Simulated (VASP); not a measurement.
Set up this calculation in VASP 6.6.1, as the native input.

- Task: single point
- Functional: PBEsol
- Potentials or basis: VASP PAW PBE potentials, release 64 (Cr_pv, O)
- Cutoff: 520 eV
- k mesh: 6 × 6 × 9
- Occupations: fermi-dirac, width 0.05 eV
- Spin: collinear spin, ferromagnetic start
- Starting moments: [3.0, 3.0, 0.0, 0.0, 0.0, 0.0] μB
- Dipole correction: no
- Further INCAR settings: ALGO = Normal; EDIFF = 1e-06; NBANDS = 37

The structure of CrO2 lies in POSCAR:

```
CrO2
1.0
    4.3795697799      0.0000000000      0.0000000000
    0.0000000000      4.3795697799      0.0000000000
    0.0000000000      0.0000000000      2.8823964382
Cr O
2 4
Direct
    0.5000000000      0.5000000000      0.5000000000
    0.0000000000      0.0000000000      0.0000000000
    0.8031344427      0.1968655573      0.5000000000
    0.6968655573      0.6968655573      0.0000000000
    0.1968655573      0.8031344427      0.5000000000
    0.3031344427      0.3031344427      0.0000000000
```

One way to write it, as run:

INCAR

```
ALGO     = Normal         # electronic algorithm
EDIFF    = 1E-6           # SCF threshold, eV
ENCUT    = 520            # plane-wave cutoff, eV
GGA      = PS             # functional
ISIF     = 2              # what is computed and relaxed
ISMEAR   = -1             # smearing method
ISPIN    = 2              # spin polarisation
LASPH    = T              # aspherical terms in the spheres
LCHARG   = F              # write CHGCAR
LMAXMIX  = 4              # l up to which the mixer works
LORBIT   = 11             # projections on sites
LREAL    = F              # projectors in reciprocal space
LWAVE    = F              # write WAVECAR
MAGMOM   = 3 3 0 0 0 0    # initial moments
NBANDS   = 37             # bands
NELM     = 150            # most SCF steps
PREC     = Accurate       # precision mode
SIGMA    = 0.05           # smearing width, eV
```

KPOINTS

```
k-points
0
Gamma
  6 6 9
```

Potentials or basis: VASP PAW PBE potentials, release 64 (Cr_pv, O).

The run is started by

```sh
$ cat potpaw_PBE.64/Cr_pv/POTCAR potpaw_PBE.64/O/POTCAR > POTCAR
$ mpirun -np 1 vasp_std > vasp.out
```

It gave:

```json
{
 "Pressure": "2.5 GPa",
 "Largest force": "0.020 eV/Å",
 "Band gap on the k mesh": "zero (filled and empty bands overlap)",
 "Net moment": "4.00 μB per cell",
 "Site moments": "Cr +2.06; O -0.06 μB",
 "Valence electrons inside the program's atomic spheres": "Cr 10.97; O 5.03"
}
```

Caveat: the PAW data sets were made with another functional, which shifts forces and pressure a little; semilocal functionals often make such compounds metallic where correlation or magnetic order opens a gap, which also shifts bond lengths; the run started ferromagnetic, and an antiferromagnetic order may lie lower in energy.

Wall time 2.6 min on 1 thread of Intel(R) Xeon(R) Platinum 8375C CPU @ 2.90GHz (Ice Lake), with other jobs on the host, peak memory 0.29 GiB.
